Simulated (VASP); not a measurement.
A run of VASP 6.6.1 is set up as follows.

The input INCAR:

```
SYSTEM = Cu
ALGO     = Normal         ! electronic algorithm
EDIFF    = 1E-8           ! SCF threshold, eV
ENCUT    = 600            ! plane-wave cutoff, eV
IBRION   = 6              ! ionic algorithm
ISIF     = 3              ! what is computed and relaxed
ISMEAR   = -1             ! smearing method
LASPH    = .TRUE.         ! aspherical terms in the spheres
LCHARG   = .TRUE.         ! write CHGCAR
LREAL    = .FALSE.        ! projectors in reciprocal space
LWAVE    = .FALSE.        ! write WAVECAR
NBANDS   = 12             ! bands
NELM     = 80             ! most SCF steps
NFREE    = 2            
NSW      = 1              ! ionic steps
POTIM    = 0.015          ! step
PREC     = Accurate       ! precision mode
SIGMA    = 0.15           ! smearing width, eV
```

Contents of KPOINTS:

```
k-points
0
G
  24 24 24
  0 0 0
```

The input POSCAR:

```
Cu
1.0
   -1.4216756335      1.4216756335      1.3387864413
    1.4216756335     -1.4216756335      1.3387864413
    1.4216756335      1.4216756335     -1.3387864413
Cu
1
Direct
    0.0000000000      0.0000000000      0.0000000000
```

Potentials or basis: VASP PAW LDA potentials, release 64 (Cu).

Launch:

```sh
$ cat potpaw_LDA.64/Cu/POTCAR > POTCAR
$ mpirun -np 1 vasp_std > vasp.out
```

Predict the Voigt bulk modulus.

192 GPa.

Clamped-ion elastic tensor (GPa):
```
176 208 189   0   0   0
208 176 189   0   0   0
189 189 210   0   0   0
  0   0   0 117   0   0
  0   0   0   0 117   0
  0   0   0   0   0 138
```

Caveat: the cell is under stress, which shifts elastic constants; the elastic tensor has a negative eigenvalue, so either the cell is unstable as it stands or the mesh is too thin.
